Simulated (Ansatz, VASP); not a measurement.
# One calculation of Pt, two programs

```xyz
1
Lattice="0.0000 1.8600 2.0558 1.8600 0.0000 2.0558 1.8600 1.8600 0.0000" Properties=species:S:1:pos:R:3 pbc="T T T"
Pt    0.0000    0.0000    0.0000
```

Change from the starting cell: strain -0.050 along x and y, +0.050 along z, atoms carried along.

Alike in both runs: task single point; functional PBE; k mesh 20 × 20 × 20; occupations gaussian, width 0.15 eV; no spin polarisation.

```csv
,VASP,Ansatz
version,VASP 6.6.1,Ansatz 0.2.0
potentials or method,"VASP PAW PBE potentials, release 64 (Pt), cutoff 520 eV","scalar-relativistic, plane waves, PAW"
valence electrons in the cell,10,18
```

```csv
,VASP,Ansatz,Ansatz less VASP
gap on the k mesh at the Fermi level (eV),none,none,-
pressure (GPa),31.6,32.3,+0.60
"traceless stress, the component that is largest in VASP (GPa)",-11.18,-11.26,-0.082
```

A gap of «none» marks a metal or a gap that the smearing closes. Both programs put the cell under a high pressure, so it lies far from rest at this level. VASP's potentials hold 10 valence electrons a cell and Ansatz's 18, so a difference there can come from the potentials and not from the codes.

Spin-orbit coupling is off throughout.
